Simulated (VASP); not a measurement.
# MoS2 (P6_3/mmc) in VASP: notebook, part 2 of 2

VASP 6.6.1.

## 4. Single point, PBE+D3(BJ) (strain +0.030 along x and y, -0.030 along z)

Input file INCAR:

```
SYSTEM = MoS2
ALGO = Normal
EDIFF = 1E-7
ENCUT = 520
GGA = PE
ISIF = 2
ISMEAR = 0
IVDW = 12
LASPH = .TRUE.
LCHARG = .FALSE.
LREAL = .FALSE.
LWAVE = .FALSE.
NBANDS = 35
NELM = 60
PREC = Accurate
SIGMA = 0.05
```

Input file KPOINTS:

```
k-points
0
G
  12 12 4
  0 0 0
```

Input file POSCAR:

```
MoS2
1.0
    3.2438316594      0.0000000000      0.0000000000
   -1.6219158297      2.8092406226      0.0000000000
    0.0000000000      0.0000000000     11.7280312675
Mo S
2 4
Direct
    0.3333333333      0.6666666667      0.2500000000
    0.6666666667      0.3333333333      0.7500000000
    0.3333333333      0.6666666667      0.6204905688
    0.6666666667      0.3333333333      0.1204905688
    0.3333333333      0.6666666667      0.8795094312
    0.6666666667      0.3333333333      0.3795094312
```

Potentials or basis: VASP PAW PBE potentials, release 64 (Mo_sv, S).

Started as:

```sh
cat potpaw_PBE.64/Mo_sv/POTCAR potpaw_PBE.64/S/POTCAR > POTCAR
mpirun -np 1 vasp_std > vasp.out
```

OUTCAR:

```text
SYSTEM = MoS2
   EDIFF = 1E-7
   ENCUT = 520
   GGA = PE
   ISIF = 2
   ISMEAR = 0
   IVDW = 12
   LASPH = .TRUE.
   LREAL = .FALSE.
   NELM = 60
   PREC = Accurate
 IVDW          = 12

 ion  position               nearest neighbor table
   1  0.333  0.667  0.250-   4 2.41   6 2.41   4 2.41   6 2.41   4 2.41   6 2.41
   2  0.667  0.333  0.750-   3 2.41   5 2.41   3 2.41   5 2.41   3 2.41   5 2.41
   3  0.333  0.667  0.620-   2 2.41   2 2.41   2 2.41
[... 1127 lines left out ...]
  --------------------------------------------------------------------------------------
  -------------------------------------------------------------------------------------
  Total      -4.62695    -4.62695     2.20676     0.00000     0.00000    -0.00000
  in kB     -69.36381   -69.36381    33.08212     0.00000     0.00000    -0.00000
  external pressure =      -35.22 kB  Pullay stress =        0.00 kB

 VOLUME and BASIS-vectors are now :
 -----------------------------------------------------------------------------
  energy-cutoff  :      520.00
  volume of cell :      106.87
      direct lattice vectors                 reciprocal lattice vectors
     3.243831659  0.000000000  0.000000000     0.308277403  0.177984042  0.000000000
    -1.621915830  2.809240623  0.000000000     0.000000000  0.355968083  0.000000000
     0.000000000  0.000000000 11.728031268     0.000000000  0.000000000  0.085265803

 POSITION                                       TOTAL-FORCE (eV/Angst)
 -----------------------------------------------------------------------------------
     -0.00000      1.87283      2.93201         0.000000      0.000000     -0.000000
      1.62192      0.93641      8.79602         0.000000      0.000000     -0.000000
     -0.00000      1.87283      7.27713        -0.000000      0.000000     -0.241486
      1.62192      0.93641      1.41312        -0.000000     -0.000000     -0.241486
     -0.00000      1.87283     10.31491        -0.000000      0.000000      0.241486
      1.62192      0.93641      4.45090        -0.000000      0.000000      0.241486
 -----------------------------------------------------------------------------------
    total drift:                               -0.000000      0.000000     -0.000000

  FREE ENERGIE OF THE ION-ELECTRON SYSTEM (eV)
  ---------------------------------------------------
  free  energy   TOTEN  =       -45.9990102939 eV

  energy  without entropy=      -45.9990102925  energy(sigma->0) =      -45.99901029
```

It took 2.1 min on 1 thread of Intel Xeon Platinum 8559C (Emerald Rapids), shared host; peak memory 0.32 GiB.

What came out:

| Item | Value |
| --- | --- |
| Free energy | -45.9990 eV |
| Pressure | -3.5 GPa |
| Largest force | 0.241 eV/Å |
| Band gap on the k mesh | 0.35 eV, indirect (least direct gap 1.37 eV) |
| Dispersion energy per atom | -0.425 eV |

Forces on the atoms (eV/Å):
```
Mo   0.000  0.000  0.000
Mo   0.000  0.000  0.000
S    0.000  0.000 -0.241
S    0.000  0.000 -0.241
S    0.000  0.000  0.241
S    0.000  0.000  0.241
```

Stress tensor (GPa, compression positive):
```
-6.94  0.00  0.00
 0.00 -6.94  0.00
 0.00  0.00  3.31
```

Levels at points of the mesh, in eV from the valence-band top:
```csv
k point,band 24,band 25,band 26,band 27,band 28,band 29
"(0.00, 0.00, 0.00)",-1.12,-0.90,0.00,1.59,1.59,1.62
"(0.50, 0.00, 0.00)",-2.10,-1.78,-1.48,0.97,1.05,1.44
"(0.00, 0.00, 0.50)",-2.53,-0.19,-0.19,1.59,1.59,1.59
"(0.50, 0.00, 0.50)",-2.25,-1.60,-1.60,1.00,1.00,1.55
```

Caveat: the cell differs from its parent crystal (strain +0.030 along x and y, -0.030 along z). A k mesh can miss the band edges.

## 5. Single point, PBE+D3(BJ) (strain +0.015 along x and y, +0.000 along z)

Input file INCAR:

```
ALGO = Normal
EDIFF = 1E-7
ENCUT = 520
GGA = PE
ISIF = 2
ISMEAR = 0
IVDW = 12
LASPH = T
LCHARG = T
LELF = T
LREAL = F
LVHAR = T
LWAVE = F
NBANDS = 35
NELM = 100
PREC = Accurate
SIGMA = 0.05
```

Input file KPOINTS:

```
k-points
0
Gamma
  12 12 4
```

POSCAR: that of step 4 with these lines changed.

```diff
@@ -2,5 +2,5 @@
 1.0
-    3.2438316594      0.0000000000      0.0000000000
-   -1.6219158297      2.8092406226      0.0000000000
-    0.0000000000      0.0000000000     11.7280312675
+    3.1965913925      0.0000000000      0.0000000000
+   -1.5982956962      2.7683293514      0.0000000000
+    0.0000000000      0.0000000000     12.0907538840
 Mo S
```

Started as:

```sh
cat potpaw_PBE.64/Mo_sv/POTCAR potpaw_PBE.64/S/POTCAR > POTCAR
mpirun -np 1 vasp_std > vasp.out
```

Wall time 2.3 min (1 thread of Intel Xeon Platinum 8559C (Emerald Rapids), shared host); peak memory 0.33 GiB.

Results (log left out):

```
Free energy                : -46.1203 eV
Pressure                   : -4.3 GPa
Largest force              : 0.299 eV/Å
Band gap on the k mesh     : 0.78 eV, indirect (least direct gap 1.57 eV)
Dispersion energy per atom : -0.424 eV
```

Forces on the atoms (eV/Å):
```
Mo   0.000  0.000  0.000
Mo   0.000  0.000  0.000
S    0.000  0.000  0.299
S    0.000  0.000  0.299
S    0.000  0.000 -0.299
S    0.000  0.000 -0.299
```

Stress tensor (GPa, compression positive):
```
-4.99  0.00  0.00
 0.00 -4.99  0.00
 0.00  0.00 -2.87
```

Levels at points of the mesh, in eV from the valence-band top:
| k point | band 24 | band 25 | band 26 | band 27 | band 28 | band 29 |
| --- | --- | --- | --- | --- | --- | --- |
| (0.00, 0.00, 0.00) | -1.16 | -1.05 | 0.00 | 1.93 | 1.93 | 1.97 |
| (0.50, 0.00, 0.00) | -1.64 | -1.50 | -1.32 | 1.42 | 1.48 | 1.82 |
| (0.00, 0.00, 0.50) | -2.26 | -0.24 | -0.24 | 1.93 | 1.93 | 1.93 |
| (0.50, 0.00, 0.50) | -1.77 | -1.39 | -1.39 | 1.44 | 1.44 | 1.97 |

Caveat: the cell differs from its parent crystal (strain +0.015 along x and y, +0.000 along z). A k mesh can miss the band edges.

## 6. Overview

```tsv
cell	gap on the mesh (eV)	pressure (GPa)	largest force (eV/Å)
a = 3.197, b = 3.197, c = 11.909 Å, angles 90.0, 90.0, 120.0°, 6 atoms	0.70	-2.0	0.11
a = 3.149, b = 3.149, c = 12.453 Å, angles 90.0, 90.0, 120.0°, 6 atoms	0.93	-4.7	0.81
a = 3.244, b = 3.244, c = 11.728 Å, angles 90.0, 90.0, 120.0°, 6 atoms	0.35	-3.5	0.24
a = 3.197, b = 3.197, c = 12.091 Å, angles 90.0, 90.0, 120.0°, 6 atoms	0.78	-4.3	0.30
```

Alike in all rows: task single point; level PBE+D3(BJ); potentials or basis VASP PAW PBE potentials, release 64 (Mo_sv, S); no spin polarisation; k mesh 12 × 12 × 4; cutoff (eV) 520; smearing gaussian 0.05 eV.

Absolute energies hang on the potentials; compare differences alone.
